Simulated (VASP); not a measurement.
Set up this calculation in VASP 6.6.1, as the native input.

```
Task                   : single point
Functional             : PBE
Potentials or basis    : VASP PAW PBE potentials, release 64 (Co, Sn_d)
Cutoff                 : 520 eV
k mesh                 : 6 × 6 × 6
Occupations            : gaussian, width 0.1 eV
Spin                   : collinear spin, ferromagnetic start
Starting moments       : [3.0, 0.0] μB
Dipole correction      : no
Further INCAR settings : ALGO = Fast; EDIFF = 1e-07; NBANDS = 22
```

The structure of CoSn lies in POSCAR:

```
CoSn
1.0
    3.6255161900      0.0000000000      0.0000000000
    0.0000000000      3.6255161900      0.0000000000
    0.0000000000      0.0000000000      3.6255161900
Co Sn
1 1
Direct
    0.0000000000      0.0000000000      0.0000000000
    0.5000000000      0.5000000000      0.5000000000
```

The cell was built from a structure type or drawn by symmetry, and may not be a known phase.

The input as run:

INCAR

```
SYSTEM = CoSn
  ALGO = Fast
  EDIFF = 1E-7
  ENCUT = 520
  GGA = PE
  ISIF = 2
  ISMEAR = 0
  ISPIN = 2
  LASPH = .True.
  LCHARG = .False.
  LMAXMIX = 4
  LORBIT = 11
  LREAL = .False.
  LWAVE = .False.
  MAGMOM = 3 0
  NBANDS = 22
  NELM = 150
  PREC = Accurate
  SIGMA = 0.1
```

KPOINTS

```
k-points
0
Gamma
  6 6 6
  0 0 0
```

Potentials or basis: VASP PAW PBE potentials, release 64 (Co, Sn_d).

Command:

```bash
$ cat potpaw_PBE.64/Co/POTCAR potpaw_PBE.64/Sn_d/POTCAR > POTCAR
$ mpirun -np 1 vasp_std > vasp.out
```

It gave:

```json
{
  "Pressure": "-16.0 GPa",
  "Net moment": "1.37 μB per cell",
  "Site moments": "Co +1.54; Sn -0.04 μB",
  "Valence electrons inside the program's atomic spheres": "Co 7.74; Sn 12.05"
}
```

Caveat: the cell stands under tension.

Wall time 24 s on 1 thread of Intel(R) Xeon(R) 6975P-C (Granite Rapids) (shared host), peak memory 0.19 GiB.
